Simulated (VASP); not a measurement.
Set up this calculation in VASP 6.6.1, as the native input.

```
Task                   : relaxation of cell and atoms
Functional             : r2SCAN
Potentials or basis    : VASP PAW PBE potentials, release 64 (Pb_d, F)
Cutoff                 : 600 eV
k mesh                 : 8 × 8 × 8
Occupations            : gaussian, width 0.01 eV
Spin                   : no spin polarisation
Target pressure        : 4 GPa
Dipole correction      : no
Further INCAR settings : ALGO = Normal; EDIFF = 1e-06; IBRION = 2; EDIFFG = -0.002; NSW = 100; ISIF = 3
```

Crystal: PbF2.

```
Pb F
1.0
     2.96060    2.96060    0.00000
    -2.96060    2.96060    0.00000
     0.00000    2.96060    2.96060
Pb F
1 2
Direct
  0.00000 0.00000 0.00000
  0.25000 0.75000 0.50000
  0.75000 0.25000 0.50000
```

The input as run:

POSCAR

```
PbF2
1.0
    2.9605993906      2.9605993906      0.0000000000
   -2.9605993906      2.9605993906      0.0000000000
    0.0000000000      2.9605993906      2.9605993906
Pb F
1 2
Direct
    0.0000000000      0.0000000000      0.0000000000
    0.2500000000      0.7500000000      0.5000000000
    0.7500000000      0.2500000000      0.5000000000
```

INCAR.step1

```
SYSTEM = PbF2
PREC     = Accurate       ! precision mode
ENCUT    = 600            ! plane-wave cutoff, eV
ISMEAR   = 0              ! smearing method
SIGMA    = 0.01           ! smearing width, eV
LREAL    = .False.        ! projectors in reciprocal space
LASPH    = .True.         ! aspherical terms in the spheres
NELM     = 80             ! most SCF steps
GGA      = PE             ! functional
ALGO     = Normal         ! electronic algorithm
EDIFF    = 1E-4           ! SCF threshold, eV
LWAVE    = .True.         ! write WAVECAR
LCHARG   = .False.        ! write CHGCAR
```

INCAR.step2

```
SYSTEM = PbF2
PREC     = Accurate       ! precision mode
ENCUT    = 600            ! plane-wave cutoff, eV
EDIFF    = 1E-6           ! SCF threshold, eV
ISMEAR   = 0              ! smearing method
SIGMA    = 0.01           ! smearing width, eV
LREAL    = .False.        ! projectors in reciprocal space
LASPH    = .True.         ! aspherical terms in the spheres
NELM     = 80             ! most SCF steps
ALGO     = Normal         ! electronic algorithm
ISIF     = 3              ! what is computed and relaxed
LWAVE    = .False.        ! write WAVECAR
LCHARG   = .False.        ! write CHGCAR
METAGGA  = R2SCAN         ! meta-GGA
LMIXTAU  = .True.       
IBRION   = 2              ! ionic algorithm
NSW      = 100            ! ionic steps
EDIFFG   = -0.002         ! ionic threshold
PSTRESS  = 40.0         
ISTART   = 1
```

KPOINTS

```
Automatic mesh
0
Gamma
  8 8 8
  0 0 0
```

Potentials or basis: VASP PAW PBE potentials, release 64 (Pb_d, F).

Run with:

```bash
$ cat potpaw_PBE.64/Pb_d/POTCAR potpaw_PBE.64/F/POTCAR > POTCAR
$ cp INCAR.step1 INCAR
$ mpirun -np 1 vasp_std > vasp.out
$ cp INCAR.step2 INCAR
$ mpirun -np 1 vasp_std > vasp.out
```

It gave:

* Relaxed volume: 16.49 Å³/atom
* Relaxed cell: a = 4.121 Å, b = 4.121 Å, c = 4.121 Å, α = 60.00°, β = 60.00°, γ = 90.00°
* Space group after relaxing (to 0.1 Å): Fm-3m (No. 225)
* Energy change on relaxing (the run minimises the enthalpy): +9.3 meV/atom
* Ionic steps: 3
* Pressure after relaxing: 4.0 GPa
* Band gap on the k mesh: 4.91 eV (least direct gap 5.06 eV)

Caveat: the cell is relaxed towards a set pressure, so the run minimises the enthalpy, not the energy; the PAW data sets were made with another functional, which shifts forces and pressure a little; spin-orbit coupling is left out, which moves the levels of the heavy elements.

It took 6.5 min on 1 thread of AMD EPYC 7R13 Processor (Zen 3), with other jobs on the host, peak memory 0.21 GiB.
